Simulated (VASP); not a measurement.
# Ga2O3 (R-3c) in VASP: single point with r2SCAN

Aim: the single point of Ga2O3 with r2SCAN.

Everything below comes from runs of VASP 6.6.1. Logs are shortened: lines on timing, memory, paths and dates and some standing lists are left out, and cuts for length are marked.

### Step 1. The cell of the first run

Symmetry: R-3c, No. 167, trigonal system. Conventional cell: a = 4.985 Å, b = 4.985 Å, c = 13.442 Å, α = 90.00°, β = 90.00°, γ = 120.00°. Within 2.6 Å of Ga (site symmetry 3) lie 6 O at 1.93 to 2.07 Å. Within 3.1 Å of O (site symmetry 2) lie 4 Ga at 1.93 to 2.07 Å and 12 O at 2.62 to 3.01 Å.

### Step 2. Single point, r2SCAN

POSCAR

```
Ga2O3
1.0
    2.4922620519      1.4389081666      4.4806367874
   -2.4922620519      1.4389081666      4.4806367874
    0.0000000000     -2.8778163331      4.4806367874
Ga O
4 6
Direct
    0.3554263832      0.3554263832      0.3554263832
    0.1445736168      0.1445736168      0.1445736168
    0.6445736168      0.6445736168      0.6445736168
    0.8554263832      0.8554263832      0.8554263832
    0.5536335044      0.9463664956      0.2500000000
    0.2500000000      0.5536335044      0.9463664956
    0.9463664956      0.2500000000      0.5536335044
    0.4463664956      0.0536335044      0.7500000000
    0.7500000000      0.4463664956      0.0536335044
    0.0536335044      0.7500000000      0.4463664956
```

INCAR.step1

```
PREC     = Accurate       # precision mode
ENCUT    = 520            # plane-wave cutoff, eV
ISMEAR   = 0              # smearing method
SIGMA    = 0.02           # smearing width, eV
LREAL    = F              # projectors in reciprocal space
LASPH    = T              # aspherical terms in the spheres
NELM     = 80             # most SCF steps
NBANDS   = 55             # bands
GGA      = PE             # functional
ALGO     = Normal         # electronic algorithm
EDIFF    = 1E-4           # SCF threshold, eV
LWAVE    = T              # write WAVECAR
LCHARG   = F              # write CHGCAR
```

INCAR.step2

```
PREC     = Accurate       # precision mode
ENCUT    = 520            # plane-wave cutoff, eV
EDIFF    = 1E-6           # SCF threshold, eV
ISMEAR   = 0              # smearing method
SIGMA    = 0.02           # smearing width, eV
LREAL    = F              # projectors in reciprocal space
LASPH    = T              # aspherical terms in the spheres
NELM     = 80             # most SCF steps
ALGO     = Normal         # electronic algorithm
ISIF     = 2              # what is computed and relaxed
LWAVE    = F              # write WAVECAR
LCHARG   = F              # write CHGCAR
METAGGA  = R2SCAN         # meta-GGA
LMIXTAU  = T            
NBANDS   = 55             # bands
ISTART   = 1
```

KPOINTS

```
Automatic mesh
0
Gamma
  9 9 9
```

Potentials or basis: VASP PAW PBE potentials, release 64 (Ga_d, O).

Launch:

```sh
$ cat potpaw_PBE.64/Ga_d/POTCAR potpaw_PBE.64/O/POTCAR > POTCAR
$ cp INCAR.step1 INCAR
$ mpirun -np 1 vasp_std > vasp.out
$ cp INCAR.step2 INCAR
$ mpirun -np 1 vasp_std > vasp.out
```

OUTCAR:

```text
PREC = Accurate
   ENCUT = 520
   EDIFF = 1E-6
   ISMEAR = 0
   LREAL = F
   LASPH = T
   NELM = 80
   ISIF = 2
   METAGGA = R2SCAN
   ISTART = 1

 ion  position               nearest neighbor table
   1  0.355  0.355  0.355-  10 1.93   8 1.93   9 1.93   6 2.07   5 2.07   7 2.07   2 2.83
   2  0.145  0.145  0.145-   9 1.93   8 1.93  10 1.93   7 2.07   5 2.07   6 2.07   1 2.83
   3  0.645  0.645  0.645-   7 1.93   5 1.93   6 1.93   9 2.07   8 2.07  10 2.07   4 2.83
   4  0.855  0.855  0.855-   6 1.93   5 1.93   7 1.93  10 2.07   8 2.07   9 2.07   3 2.83
   5  0.554  0.946  0.250-   3 1.93   4 1.93   1 2.07   2 2.07
   6  0.250  0.554  0.946-   4 1.93   3 1.93   1 2.07   2 2.07
   7  0.946  0.250  0.554-   3 1.93   4 1.93   2 2.07   1 2.07
   8  0.446  0.054  0.750-   1 1.93   2 1.93   3 2.07   4 2.07
   9  0.750  0.446  0.054-   2 1.93   1 1.93   3 2.07   4 2.07
  10  0.054  0.750  0.446-   1 1.93   2 1.93   4 2.07   3 2.07

  LATTYP: Found a trigonal (rhomboedric) cell.
 ALAT       =     5.3252166968
 COS(alpha) =     0.5619306834

  Lattice vectors:

 A1 = (   2.4922620519,   1.4389081666,   4.4806367874)
 A2 = (  -2.4922620519,   1.4389081666,   4.4806367874)
 A3 = (   0.0000000000,  -2.8778163331,   4.4806367874)

Analysis of symmetry for initial positions (statically):
=====================================================================
 Subroutine PRICEL returns:
 Original cell was already a primitive cell.

 Routine SETGRP: Setting up the symmetry group for a
 trigonal (rhombohedral) supercell.

 Subroutine GETGRP returns: Found 12 space group operations
 (whereof  6 operations were pure point group operations)
 out of a pool of 12 trial point group operations.

The static configuration has the point symmetry S_6 .
 The point group associated with its full space group is D_3d.

Analysis of symmetry for dynamics (positions and initial velocities):
=====================================================================
 Subroutine PRICEL returns:
 Original cell was already a primitive cell.

 Routine SETGRP: Setting up the symmetry group for a
 trigonal (rhombohedral) supercell.

 Subroutine GETGRP returns: Found 12 space group operations
 (whereof  6 operations were pure point group operations)
 out of a pool of 12 trial point group operations.

The dynamic configuration has the point symmetry S_6 .
 The point group associated with its full space group is D_3d.

 Subroutine INISYM returns: Found 12 space group operations
 (whereof  6 operations are pure point group operations),
[... 121 lines left out ...]
   TEBEG  =    0.0;   TEEND  =   0.0 temperature during run
   PSTRESS=    0.0 pullay stress
   NELECT =      88.0000    total number of electrons
   NUPDOWN=      -1.0000    fix difference up-down
   EMIN   =  10.00;   EMAX   =-10.00  energy-range for DOS
   EFERMI =   0.00;   METHOD = LEGACY
   ISMEAR =     0;   SIGMA  =   0.02  broadening in eV -4-tet -1-fermi 0-gaus
   EFERMI_NEDOS =   21; number of points for ismear=-14 and -15
   IALGO  =     38    algorithm
   IMIX   =      4    mixing-type and parameters
     AMIX     =   0.40;   BMIX     =  1.00
     AMIX_MAG =   1.60;   BMIX_MAG =  1.00
  volume/ion in A,a.u.               =       9.64        65.06
  Fermi-wavevector in a.u.,A,eV,Ry     =   1.588046  3.000972 34.312406  2.521891
  Thomas-Fermi vector in A             =   2.687110
   LORBIT       =      0    0 simple, 1 ext, 2 COOP (PROOUT), +10 PAW based schemes
   METAGGA = R2SCAN    functional components
   LHFCALC =     F    Hartree Fock is set to
   AEXX    =    0.0000 exact exchange contribution
   IVDW    =     0    specifies the selected vdW correction
   LEPSILON=     F    determine dielectric tensor
   LRPA    =     F    only Hartree local field effects (RPA)
 non-spin polarized calculation
 Gauss-broadening in eV      SIGMA  =   0.02
  energy-cutoff  :      520.00
  volume of cell :       96.41
 maximum number of plane-waves:      2611
   NGX = 19   NGY = 19   NGZ = 19

 number of electron      87.9999977 magnetization

 Free energy of the ion-electron system (eV)
  ---------------------------------------------------
  ext. energy  EPLUGINS =         0.00000000
  ---------------------------------------------------
  free energy    TOTEN  =      -102.32861044 eV

  energy without entropy =     -102.32861044  energy(sigma->0) =     -102.32861044

 E-fermi :   4.2650     XC(G=0): -13.1603

 val. band max:        4.1116459787   @ k =  -0.2222   0.1111   0.0000
 cond. band min:       7.6714472884   @ k =   0.0000   0.0000   0.0000
 fundamental gap:      3.5598013097
 Fermi energy:         4.2650461341

 k-point     1 :       0.0000    0.0000    0.0000
  band No.  band energies     occupation
      1     -15.7974      2.00000
      2     -13.8159      2.00000
      3     -13.8075      2.00000
      4     -13.8075      2.00000
      5     -13.7803      2.00000
      6     -13.7803      2.00000
[... 1381 lines left out ...]
     54      16.8644      0.00000
     55      17.2637      0.00000

 [... further k-points ...]

------------------------ aborting loop because EDIFF is reached ----------------------------------------

  FORCE on cell =-STRESS in cart. coord.  units (eV):
  Direction    XX          YY          ZZ          XY          YZ          ZX
  --------------------------------------------------------------------------------------
  -------------------------------------------------------------------------------------
  Total        1.2882429      1.2882429      0.8804146      0.0000000      0.0000000      0.0000000
  in kB       21.4087126     21.4087126     14.6312031      0.0000000      0.0000000      0.0000000
  external PRESSURE =      19.1495427 kB  Pullay stress =       0.0000000 kB

 VOLUME and BASIS-vectors are now :
 -----------------------------------------------------------------------------
  energy-cutoff  :      520.00
  volume of cell :       96.41
      direct lattice vectors                 reciprocal lattice vectors
     2.492262052  1.438908167  4.480636787     0.200620958  0.115828564  0.074394188
    -2.492262052  1.438908167  4.480636787    -0.200620958  0.115828564  0.074394188
     0.000000000 -2.877816333  4.480636787     0.000000000 -0.231657128  0.074394188

 POSITION                                       TOTAL-FORCE (eV/Angst)
 -----------------------------------------------------------------------------------
      0.00000      0.00000      4.77761        -0.000000     -0.000000     -0.034134
      0.00000      0.00000      1.94335        -0.000000      0.000000      0.034134
      0.00000      0.00000      8.66430        -0.000000      0.000000      0.034134
      0.00000      0.00000     11.49856        -0.000000     -0.000000     -0.034134
     -0.97879      1.43891      7.84111        -0.041235      0.000000     -0.000000
     -0.75673     -1.56711      7.84111         0.020617     -0.035711     -0.000000
      1.73553      0.12821      7.84111         0.020617      0.035711     -0.000000
      0.97879     -1.43891      5.60080         0.041235      0.000000      0.000000
      0.75673      1.56711      5.60080        -0.020617      0.035711     -0.000000
     -1.73553     -0.12821      5.60080        -0.020617     -0.035711     -0.000000
 -----------------------------------------------------------------------------------
    total drift:                                0.000000      0.000000      0.000000

  FREE ENERGIE OF THE ION-ELECTRON SYSTEM (eV)
  ---------------------------------------------------
  free  energy   TOTEN  =      -102.3286104428 eV

  energy  without entropy=     -102.3286104428  energy(sigma->0) =     -102.32861044
```

Run time: 38 min. Hardware: 1 thread of Oxide Virtual Turin-like, shared host; peak memory 0.44 GiB.

What came out:

| Property | Result |
| --- | --- |
| Free energy | -102.3286 eV |
| Pressure | 1.9 GPa |
| Largest force | 0.041 eV/Å |
| Band gap on the k mesh | 3.56 eV (least direct gap 3.80 eV) |

Forces on the atoms (eV/Å):
```
Ga   0.000  0.000 -0.034
Ga   0.000  0.000  0.034
Ga   0.000  0.000  0.034
Ga   0.000  0.000 -0.034
O   -0.041  0.000  0.000
O    0.021 -0.036  0.000
O    0.021  0.036  0.000
O    0.041  0.000  0.000
O   -0.021  0.036  0.000
O   -0.021 -0.036  0.000
```

Levels at points of the mesh, in eV from the valence-band top:
| k point | band 40 | band 41 | band 42 | band 43 | band 44 | band 45 | band 46 | band 47 | band 48 | band 49 |
| --- | --- | --- | --- | --- | --- | --- | --- | --- | --- | --- |
| (0.00, 0.00, 0.00) | -0.31 | -0.29 | -0.29 | -0.24 | -0.24 | 3.56 | 7.52 | 7.67 | 9.79 | 11.13 |

Caveat: the PAW data sets were made with another functional, which shifts forces and pressure a little; an odd mesh through Γ misses points on the zone boundary, where band edges can lie.
